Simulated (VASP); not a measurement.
BPd2, 6 atoms in the cell. The structure is orthorhombic, space group Pnnm (No. 58). Conventional cell: a = 4.700 Å, b = 5.083 Å, c = 3.116 Å, α = 90.00°, β = 90.00°, γ = 90.00°. Within 2.8 Å of B (site symmetry 2/m) lie 6 Pd at 2.10 to 2.12 Å. Within 3.2 Å of Pd (site symmetry m) lie 3 B at 2.10 to 2.12 Å and 12 Pd at 2.81 to 3.12 Å. 

```yaml
Program: VASP 6.6.1
Task: single point
Functional: PBEsol
Potentials_or_basis: VASP PAW PBE potentials, release 64 (B, Pd)
Cutoff: 520 eV
k_mesh: 8 × 8 × 12
Occupations: gaussian, width 0.1 eV
Spin: no spin polarisation
Dipole_correction: no
Further_INCAR_settings: ALGO = Fast; EDIFF = 1e-07; NBANDS = 32
```

Potentials or basis: VASP PAW PBE potentials, release 64 (B, Pd).

Launch:

```bash
$ cat potpaw_PBE.64/B/POTCAR potpaw_PBE.64/Pd/POTCAR > POTCAR
$ mpirun -np 1 vasp_std > vasp.out
```

Hardware: 1 thread of Intel(R) Xeon(R) 6975P-C (Granite Rapids) (shared host).

Question: Estimate the wall time of this run.

Answer: Run time: 4.1 min on 1 thread of Intel(R) Xeon(R) 6975P-C (Granite Rapids), on a shared host, peak memory 0.42 GiB. Counts: scf iterations 18, k points 175.
